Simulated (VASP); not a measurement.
Si5Ge:

```
Si Ge
1.0
     3.86318    0.00000    0.00000
    -1.93159    3.34561    0.00000
     0.00000    0.00000    9.46329
Si Ge
5 1
Cartesian
  0.0000 0.0000 2.3658
  1.9316 1.1152 3.1544
  0.0000 2.2304 8.6747
  1.9316 1.1152 5.5202
  0.0000 2.2304 6.3089
  0.0000 0.0000 0.0000
```

* Program: VASP 6.6.1
* Task: relaxation of cell and atoms
* Functional: PBE
* Potentials or basis: VASP PAW PBE potentials, release 64 (Si, Ge_d)
* Cutoff: 600 eV
* k mesh: 5 × 5 × 2
* Occupations: gaussian, width 0.2 eV
* Spin: no spin polarisation

At the start: pressure 2.4 GPa; volume 20.39 Å³/atom.

Question: How do energy, volume and symmetry change on relaxing?

Answer: Over 6 steps the energy falls by 7.0 meV/atom and the volume is 20.93 Å³/atom (+2.7 %); space group P3m1 (No. 156, to 0.05 Å).

Step by step:
```
step  energy change (eV)  largest force (eV/Å)  pressure (GPa)  volume (Å³)
   1              0.0000                0.4876            2.36       122.31
   2             -0.0284                0.1791           -1.36       127.69
   3             -0.0348                0.2479           -0.32       126.03
   4             -0.0399                0.1174           -0.11       125.70
   5             -0.0411                0.1156            0.07       125.44
   6             -0.0421                0.0198            0.00       125.55
```

Final structure:
```xyz
6
Lattice="3.9044 0.0000 0.0000 -1.9522 3.3813 0.0000 0.0000 0.0000 9.5101" Properties=species:S:1:pos:R:3 pbc="T T T"
Si    0.0000    0.0000    2.4180
Si    1.9522    1.1271    3.1827
Si    0.0000    2.2542    8.6816
Si    1.9522    1.1271    5.5517
Si    0.0000    2.2542    6.3231
Ge    0.0000    0.0000    9.5058
```

Caveat: the relaxation stopped at a loose force limit of 0.08 eV/Å, so its end isn't a converged minimum.
